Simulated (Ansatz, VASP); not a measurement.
# Mg2H3: VASP beside Ansatz

```
CELL_PARAMETERS angstrom
3.25311 0.00000 0.00000
-1.62656 2.81728 0.00000
0.00000 0.00000 6.05097
ATOMIC_POSITIONS crystal
Mg 0.00000 0.00000 0.24443
Mg 0.00000 0.00000 0.75557
H 0.50000 0.00000 0.50000
H 0.00000 0.50000 0.50000
H 0.50000 0.50000 0.50000
```

Alike in both runs: functional PBE; k mesh 6 × 6 × 4; occupations gaussian, width 0.1 eV; no spin polarisation.

Ansatz relaxed the structure, and its values are those at the end. VASP's run is a single point on that final structure, the one shown.

|  | VASP | Ansatz |
| --- | --- | --- |
| version | VASP 6.6.1 | Ansatz 0.2.0 |
| potentials or method | VASP PAW PBE potentials, release 64 (Mg, H), cutoff 520 eV | scalar-relativistic, plane waves, PAW |
| valence electrons in the cell | 7 | 23 |

|  | VASP | Ansatz | Ansatz less VASP |
| --- | --- | --- | --- |
| gap on the k mesh at the Fermi level (eV) | none | none | - |
| pressure (GPa) | -0.1 | 0.1 | +0.23 |

A gap of «none» marks a metal or a gap that the smearing closes. With one functional, cell and mesh, what is left measures potentials, basis and numerics. VASP's potentials hold 7 valence electrons a cell and Ansatz's 23, so a difference there can come from the potentials and not from the codes.

The k mesh is coarse, so the values compare programs but aren't converged.
